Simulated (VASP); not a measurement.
# KF (P-1) in VASP: single point with PBE

Aim: the single point of KF with PBE.

All numbers are computed with VASP 6.6.1; they aren't measurements. Logs are shortened: lines on timing, memory, paths and dates and some standing lists are left out, and cuts for length are marked.

### Step 1. The cell of the first run

The typed cell holds 4 atoms: a = 3.259 Å, b = 4.609 Å, c = 4.609 Å, α = 90.00°, β = 90.00°, γ = 90.00°.

### Step 2. Single point, PBE

Input file INCAR:

```
SYSTEM = KF
ALGO = Fast
EDIFF = 1E-6
ENCUT = 520
GGA = PE
ISIF = 2
ISMEAR = 0
LASPH = .True.
LCHARG = .False.
LREAL = .False.
LWAVE = .False.
NBANDS = 24
NELM = 100
PREC = Accurate
SIGMA = 0.05
```

Input file KPOINTS:

```
k-points
0
Gamma
  8 6 6
  0 0 0
```

Input file POSCAR:

```
KF
1.0
   -3.2589550000      0.0000000000      0.0000000000
    0.0000000000      3.2589550000      3.2589550000
    0.0000000000      3.2589550000     -3.2589550000
K F
2 2
Direct
   -0.0222244411      0.0480023485      0.0304579123
    0.0222244411      0.4519976515      0.4695420877
    0.4657157352      0.4608808165     -0.0075946302
    0.5342842648      0.0391191835      0.5075946302
```

Potentials or basis: VASP PAW PBE potentials, release 64 (K_sv, F).

Launch:

```bash
cat potpaw_PBE.64/K_sv/POTCAR potpaw_PBE.64/F/POTCAR > POTCAR
mpirun -np 1 vasp_std > vasp.out
```

OUTCAR:

```text
SYSTEM = KF
   EDIFF = 1E-6
   ENCUT = 520
   GGA = PE
   ISIF = 2
   ISMEAR = 0
   LASPH = .True.
   LREAL = .False.
   NELM = 100
   PREC = Accurate

 ion  position               nearest neighbor table
   1  0.978  0.048  0.030-   3 2.49   3 2.54   4 2.63   2 2.75   4 2.81   4 2.85   2 3.19   2 3.41
                             2 3.77
   2  0.022  0.452  0.470-   4 2.49   4 2.54   3 2.63   1 2.75   3 2.81   3 2.85   1 3.19   1 3.41
                             1 3.77
   3  0.466  0.461  0.992-   1 2.49   1 2.54   2 2.63   2 2.81   2 2.85
   4  0.534  0.039  0.508-   2 2.49   2 2.54   1 2.63   1 2.81   1 2.85

  LATTYP: Found a simple tetragonal cell.
 ALAT       =     4.6088583602
 C/A-ratio  =     0.7071067812

  Lattice vectors:

 A1 = (   0.0000000000,   3.2589550000,   3.2589550000)
 A2 = (   0.0000000000,   3.2589550000,  -3.2589550000)
 A3 = (  -3.2589550000,   0.0000000000,   0.0000000000)

Analysis of symmetry for initial positions (statically):
=====================================================================
 Subroutine PRICEL returns:
 Original cell was already a primitive cell.

 Routine SETGRP: Setting up the symmetry group for a
 simple tetragonal supercell.

 Subroutine GETGRP returns: Found  2 space group operations
 (whereof  1 operations were pure point group operations)
 out of a pool of 16 trial point group operations.

The static configuration has the point symmetry C_1 .
 The point group associated with its full space group is S_2 .

Analysis of symmetry for dynamics (positions and initial velocities):
=====================================================================
 Subroutine PRICEL returns:
 Original cell was already a primitive cell.

 Routine SETGRP: Setting up the symmetry group for a
 simple tetragonal supercell.

 Subroutine GETGRP returns: Found  2 space group operations
 (whereof  1 operations were pure point group operations)
 out of a pool of 16 trial point group operations.

The dynamic configuration has the point symmetry C_1 .
 The point group associated with its full space group is S_2 .

 Subroutine INISYM returns: Found  2 space group operations
 (whereof  1 operations are pure point group operations),
 and found     1 'primitive' translations

----------------------------------------------------------------------------------------

                                     Primitive cell

  volume of cell :      69.2253

  direct lattice vectors                    reciprocal lattice vectors
    -3.258955000  0.000000000  0.000000000    -0.306846827  0.000000000  0.000000000
     0.000000000  3.258955000  3.258955000     0.000000000  0.153423413  0.153423413
     0.000000000  3.258955000 -3.258955000     0.000000000  0.153423413 -0.153423413

  length of vectors
     3.258955000  4.608858360  4.608858360     0.306846827  0.216973472  0.216973472

  position of ions in fractional coordinates (direct lattice)
     0.977775559  0.048002348  0.030457912
     0.022224441  0.451997652  0.469542088
     0.465715735  0.460880817  0.992405370
     0.534284265  0.039119183  0.507594630

  ion indices of the primitive-cell ions
   primitive index   ion index
                 1           1
                 2           2
                 3           3
                 4           4

----------------------------------------------------------------------------------------

 KPOINTS: k-points

Automatic generation of k-mesh.
 Grid dimensions read from file:
 generate k-points for:    8    6    6

 Generating k-lattice:

  Cartesian coordinates                     Fractional coordinates (reciprocal lattice)
    -0.038355853  0.000000000  0.000000000     0.125000000  0.000000000  0.000000000
     0.000000000  0.025570569  0.025570569     0.000000000  0.166666667  0.000000000
     0.000000000  0.025570569 -0.025570569     0.000000000  0.000000000  0.166666667

  Length of vectors
     0.038355853  0.036162245  0.036162245

  Shift w.r.t. Gamma in fractional coordinates (k-lattice)
     0.000000000  0.000000000  0.000000000

 Subroutine IBZKPT returns following result:
 ===========================================

 Found    148 irreducible k-points:

 Following reciprocal coordinates:
            Coordinates               Weight
  0.000000  0.000000  0.000000      1.000000
  0.125000  0.000000  0.000000      2.000000
  0.250000  0.000000  0.000000      2.000000
  0.375000  0.000000  0.000000      2.000000
  0.500000  0.000000  0.000000      1.000000
  0.000000  0.166667  0.000000      2.000000
[... 16 lines left out ...]
  0.000000  0.000000  0.333333      2.000000
  0.125000  0.333333  0.000000      2.000000
 [... further k-points ...]
   k-points           NKPTS =    148   k-points in BZ     NKDIM =    148   number of bands    NBANDS=     24
   number of dos      NEDOS =    301   number of ions     NIONS =      4
   total plane-waves  NPLWV =  31104
   dimension x,y,z NGX =    24 NGY =   36 NGZ =   36
   dimension x,y,z NGXF=    48 NGYF=   72 NGZF=   72
   ions per type =               2   2
   NGX,Y,Z   is equivalent  to a cutoff of  12.24, 12.99, 12.99 a.u.
   NGXF,Y,Z  is equivalent  to a cutoff of  24.49, 25.97, 25.97 a.u.
 SYSTEM =  KF
   PREC   = accura    normal or accurate (medium, high low for compatibility)
   ISTART =      0    job   : 0-new  1-cont  2-samecut
   ICHARG =      2    charge: 1-file 2-atom 10-const
   ISPIN  =      1    spin polarized calculation?
   LNONCOLLINEAR =      F non collinear calculations
   LSORBIT =      F    spin-orbit coupling
   LASPH  =      T    aspherical Exc in radial PAW
   ENCUT  =  520.0 eV  38.22 Ry    6.18 a.u.   6.06  8.57  8.57*2*pi/ulx,y,z
   NELM   =    100;   NELMIN=  2; NELMDL= -5     # of ELM steps
   EDIFF  = 0.1E-05   stopping-criterion for ELM
   LREAL  =      F    real-space projection
   EDIFFG = 0.1E-04   stopping-criterion for IOM
   NSW    =      0    number of steps for IOM
   IBRION =     -1    ionic relax: 0-MD 1-quasi-New 2-CG
   NFREE  =      0    steps in history (QN), initial steepest desc. (CG)
   ISIF   =      2    stress and relaxation
   ISYM   =      2    0-nonsym 1-usesym 2-fastsym
   POTIM  = 0.5000    time-step for ionic-motion
   TEBEG  =    0.0;   TEEND  =   0.0 temperature during run
   PSTRESS=    0.0 pullay stress
   NELECT =      32.0000    total number of electrons
   NUPDOWN=      -1.0000    fix difference up-down
   EMIN   =  10.00;   EMAX   =-10.00  energy-range for DOS
   EFERMI =   0.00;   METHOD = LEGACY
   ISMEAR =     0;   SIGMA  =   0.05  broadening in eV -4-tet -1-fermi 0-gaus
   EFERMI_NEDOS =   21; number of points for ismear=-14 and -15
   IALGO  =     68    algorithm
   IMIX   =      4    mixing-type and parameters
     AMIX     =   0.40;   BMIX     =  1.00
     AMIX_MAG =   1.60;   BMIX_MAG =  1.00
  volume/ion in A,a.u.               =      17.31       116.79
  Fermi-wavevector in a.u.,A,eV,Ry     =   1.265814  2.392041 21.800402  1.602284
  Thomas-Fermi vector in A             =   2.399047
   LORBIT       =      0    0 simple, 1 ext, 2 COOP (PROOUT), +10 PAW based schemes
   GGA     = PE    functional components
   LHFCALC =     F    Hartree Fock is set to
   AEXX    =    0.0000 exact exchange contribution
   IVDW    =     0    specifies the selected vdW correction
   LEPSILON=     F    determine dielectric tensor
   LRPA    =     F    only Hartree local field effects (RPA)
 non-spin polarized calculation
 RMM-DIIS sequential band-by-band and
 Gauss-broadening in eV      SIGMA  =   0.05
  energy-cutoff  :      520.00
  volume of cell :       69.23
 maximum number of plane-waves:      1904
   NGX = 13   NGY = 17   NGZ = 17

 number of electron      32.0000001 magnetization

 Free energy of the ion-electron system (eV)
  ---------------------------------------------------
  ext. energy  EPLUGINS =         0.00000000
  ---------------------------------------------------
  free energy    TOTEN  =       -15.76893041 eV

  energy without entropy =      -15.76893041  energy(sigma->0) =      -15.76893041

 E-fermi :  -1.8906     XC(G=0):  -8.9480

 val. band max:       -2.1113417975   @ k =   0.3750   0.3333  -0.3333
 cond. band min:       4.1520464938   @ k =   0.0000   0.0000   0.0000
 fundamental gap:      6.2633882914
 Fermi energy:        -1.8906093791

 k-point     1 :       0.0000    0.0000    0.0000
  band No.  band energies     occupation
      1     -29.0952      2.00000
      2     -28.7077      2.00000
      3     -21.0486      2.00000
      4     -20.9669      2.00000
      5     -13.1624      2.00000
      6     -12.6976      2.00000
[... 16 lines left out ...]
     23      10.1152      0.00000
     24      10.4583      0.00000

 k-point     2 :       0.1250    0.0000    0.0000
  band No.  band energies     occupation
      1     -29.0753      2.00000
      2     -28.6937      2.00000
      3     -21.0589      2.00000
      4     -20.9526      2.00000
      5     -13.1384      2.00000
      6     -12.6748      2.00000
[... 16 lines left out ...]
     23       9.7824      0.00000
     24      10.6839      0.00000

 k-point     3 :       0.2500    0.0000    0.0000
  band No.  band energies     occupation
      1     -29.0264      2.00000
      2     -28.6595      2.00000
      3     -21.0848      2.00000
      4     -20.9198      2.00000
      5     -13.0805      2.00000
      6     -12.6200      2.00000
[... 16 lines left out ...]
     23       9.4418      0.00000
     24      10.7736      0.00000

 k-point     4 :       0.3750    0.0000    0.0000
  band No.  band energies     occupation
      1     -28.9766      2.00000
      2     -28.6249      2.00000
      3     -21.1121      2.00000
      4     -20.8874      2.00000
      5     -13.0223      2.00000
      6     -12.6356      2.00000
[... 16 lines left out ...]
     23       9.9713      0.00000
     24      10.4528      0.00000

 k-point     5 :       0.5000    0.0000    0.0000
  band No.  band energies     occupation
      1     -28.9556      2.00000
      2     -28.6104      2.00000
      3     -21.1235      2.00000
      4     -20.8737      2.00000
      5     -12.9979      2.00000
      6     -12.7132      2.00000
[... 16 lines left out ...]
     23      10.0815      0.00000
     24      10.3013      0.00000

 k-point     6 :       0.0000    0.1667    0.0000
  band No.  band energies     occupation
      1     -29.0836      2.00000
      2     -28.7175      2.00000
      3     -21.0515      2.00000
      4     -20.9797      2.00000
      5     -13.1342      2.00000
      6     -12.6440      2.00000
[... 16 lines left out ...]
     23      10.0258      0.00000
     24      10.2760      0.00000
[... 379 lines left out ...]
 k-point    21 :       0.5000    0.0000    0.1667
  band No.  band energies     occupation
      1     -28.9407      2.00000
      2     -28.6252      2.00000
      3     -21.1061      2.00000
      4     -20.8894      2.00000
      5     -12.9928      2.00000
      6     -12.7297      2.00000
[... 16 lines left out ...]
     23       9.9205      0.00000
     24      10.5835      0.00000

 k-point    22 :       0.0000    0.3333    0.0000
  band No.  band energies     occupation
      1     -29.0581      2.00000
      2     -28.7393      2.00000
      3     -21.0562      2.00000
      4     -21.0069      2.00000
      5     -13.0773      2.00000
      6     -12.5050      2.00000
[... 16 lines left out ...]
     23       9.6876      0.00000
     24      10.1622      0.00000

 k-point    23 :       0.0000    0.0000    0.3333
  band No.  band energies     occupation
      1     -29.0336      2.00000
      2     -28.7644      2.00000
      3     -21.0668      2.00000
      4     -21.0052      2.00000
      5     -13.0108      2.00000
      6     -12.5374      2.00000
[... 16 lines left out ...]
     23      10.1274      0.00000
     24      10.3750      0.00000

 k-point    24 :       0.1250    0.3333    0.0000
  band No.  band energies     occupation
      1     -29.0390      2.00000
      2     -28.7250      2.00000
      3     -21.0620      2.00000
      4     -20.9890      2.00000
      5     -13.0575      2.00000
      6     -12.4976      2.00000
[... 16 lines left out ...]
     23       9.5858      0.00000
     24       9.9261      0.00000

 [... further k-points ...]
[... 5 lines left out ...]
  --------------------------------------------------------------------------------------
  -------------------------------------------------------------------------------------
  Total        1.3426892      2.4774214      1.0401233     -0.0658136      0.4158643     -0.3968514
  in kB       31.0757049     57.3383749     24.0730065     -1.5232148      9.6249195     -9.1848794
  external PRESSURE =      37.4956954 kB  Pullay stress =       0.0000000 kB

 VOLUME and BASIS-vectors are now :
 -----------------------------------------------------------------------------
  energy-cutoff  :      520.00
  volume of cell :       69.23
      direct lattice vectors                 reciprocal lattice vectors
    -3.258955000  0.000000000  0.000000000    -0.306846827  0.000000000  0.000000000
     0.000000000  3.258955000  3.258955000     0.000000000  0.153423413  0.153423413
     0.000000000  3.258955000 -3.258955000     0.000000000  0.153423413 -0.153423413

 POSITION                                       TOTAL-FORCE (eV/Angst)
 -----------------------------------------------------------------------------------
     -3.18653      0.25570      0.05718         0.052189     -1.349551     -0.286317
     -0.07243      3.00326     -0.05718        -0.052189      1.349551      0.286317
     -1.51775      4.73619     -1.73221        -0.111769      0.478096      0.397973
     -1.74121      1.78172     -1.52674         0.111769     -0.478096     -0.397973
 -----------------------------------------------------------------------------------
    total drift:                               -0.000000     -0.000000      0.000000

  FREE ENERGIE OF THE ION-ELECTRON SYSTEM (eV)
  ---------------------------------------------------
  free  energy   TOTEN  =       -15.7689304068 eV

  energy  without entropy=      -15.7689304067  energy(sigma->0) =      -15.76893041
```

Wall time 4.6 min (1 thread of Intel Xeon Platinum 8375C at 2.90GHz (Ice Lake), shared host); peak memory 0.32 GiB.

What came out:

```yaml
Free_energy: -15.7689 eV
Pressure: 3.7 GPa
Largest_force: 1.381 eV/Å
Band_gap_on_the_k_mesh: 6.26 eV (least direct gap 6.29 eV)
```

Forces in eV/Å, atoms in the order of the input:
```
K    0.052 -1.350 -0.286
K   -0.052  1.350  0.286
F   -0.112  0.478  0.398
F    0.112 -0.478 -0.398
```

Stress tensor (GPa, compression positive):
```
 3.11 -0.15 -0.92
-0.15  5.73  0.96
-0.92  0.96  2.41
```

Caveat: the cell stands under pressure; forces of over 1 eV/Å act on the atoms, so gaps and moduli don't describe the material at rest. A k mesh can miss the band edges.
